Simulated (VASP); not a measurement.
Here is a VASP 6.6.1 calculation.

INCAR

```
PREC = Accurate
ENCUT = 520
EDIFF = 1E-6
ISMEAR = 0
SIGMA = 0.15
LREAL = F
LASPH = T
NELM = 100
ALGO = Normal
ISIF = 2
LWAVE = F
LCHARG = F
GGA = CA
NBANDS = 16
```

KPOINTS

```
Automatic mesh
0
Gamma
  16 16 16
```

Contents of POSCAR:

```
ZrS
1.0
    0.0000000000      2.5671447250      2.5671447250
    2.5073302529      0.0000000000      2.5671447250
    2.5073302529      2.5671447250      0.0000000000
Zr S
1 1
Direct
   -0.0073447758      0.0073447758      0.0073447758
    0.5208987049      0.4791012951      0.4791012951
```

Potentials or basis: VASP PAW LDA potentials, release 64 (Zr_sv, S).

The run is started by

```sh
$ cat potpaw_LDA.64/Zr_sv/POTCAR potpaw_LDA.64/S/POTCAR > POTCAR
$ mpirun -np 1 vasp_std > vasp.out
```

Estimate the pressure.

6.2 GPa.

Predict the largest force.

1.511 eV/Å.

Predict the band gap on the k mesh.

zero (bands 9 and 10 overlap by 2.98 eV).

Forces on the atoms (eV/Å):
```
Zr  -1.511  0.000  0.000
S    1.511  0.000  0.000
```

Caveat: the cell differs from its parent crystal (atoms displaced along a vibrational mode, the cell strained); the cell stands under pressure; forces of over 1 eV/Å act on the atoms, so gaps and moduli don't describe the material at rest.
